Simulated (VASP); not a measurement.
Write the native input for VASP 6.6.1 that does the following.

| Property | Result |
| --- | --- |
| Task | single point |
| Functional | r2SCAN |
| Potentials or basis | VASP PAW PBE potentials, release 64 (Pt) |
| Cutoff | 520 eV |
| k mesh | 22 × 22 × 22 |
| Occupations | gaussian, width 0.15 eV |
| Spin | no spin polarisation |
| Dipole correction | no |
| Further INCAR settings | ALGO = Normal; EDIFF = 1e-06; NBANDS = 11 |

The system is Pt.

```
Pt
1.0
    -1.66343    1.66343    1.58422
     1.66343   -1.66343    1.58422
     1.50501    1.50501   -1.58422
Pt
1
Cartesian
  0.0000 0.0000 0.0000
```

This cell differs from its parent crystal: strain -0.1000 x Voigt [0, 0, 0, 0, 0, 1].

One way to write it, as run:

POSCAR

```
Pt
1.0
   -1.6634310000      1.6634310000      1.5842200000
    1.6634310000     -1.6634310000      1.5842200000
    1.5050090000      1.5050090000     -1.5842200000
Pt
1
Direct
    0.0000000000      0.0000000000      0.0000000000
```

INCAR.step1

```
SYSTEM = Pt
  PREC = Accurate
  ENCUT = 520
  ISMEAR = 0
  SIGMA = 0.15
  LREAL = .FALSE.
  LASPH = .TRUE.
  NELM = 100
  NBANDS = 11
  GGA = PE
  ALGO = Normal
  EDIFF = 1E-4
  LWAVE = .TRUE.
  LCHARG = .FALSE.
```

INCAR.step2

```
SYSTEM = Pt
  PREC = Accurate
  ENCUT = 520
  EDIFF = 1E-6
  ISMEAR = 0
  SIGMA = 0.15
  LREAL = .FALSE.
  LASPH = .TRUE.
  NELM = 100
  ALGO = Normal
  ISIF = 2
  LWAVE = .FALSE.
  LCHARG = .FALSE.
  METAGGA = R2SCAN
  LMIXTAU = .TRUE.
  NBANDS = 11
  ISTART = 1
```

KPOINTS

```
regular mesh
0
G
  22 22 22
  0 0 0
```

Potentials or basis: VASP PAW PBE potentials, release 64 (Pt).

Launch:

```sh
$ cat potpaw_PBE.64/Pt/POTCAR > POTCAR
$ cp INCAR.step1 INCAR
$ mpirun -np 1 vasp_std > vasp.out
$ cp INCAR.step2 INCAR
$ mpirun -np 1 vasp_std > vasp.out
```

Results of the run:

The pressure is -2.5 GPa and the band gap on the k mesh is zero (bands 5 and 6 overlap by 2.88 eV).

Caveat: the cell differs from its parent crystal (strain -0.1000 x Voigt [0, 0, 0, 0, 0, 1]); the PAW data sets were made with another functional, which shifts forces and pressure a little; spin-orbit coupling is left out, which moves the levels of the heavy elements.

Wall time 8.7 min on 1 thread of Intel(R) Xeon(R) Platinum 8259CL CPU @ 2.50GHz (Skylake/Cascade Lake) (shared host), peak memory 0.38 GiB.
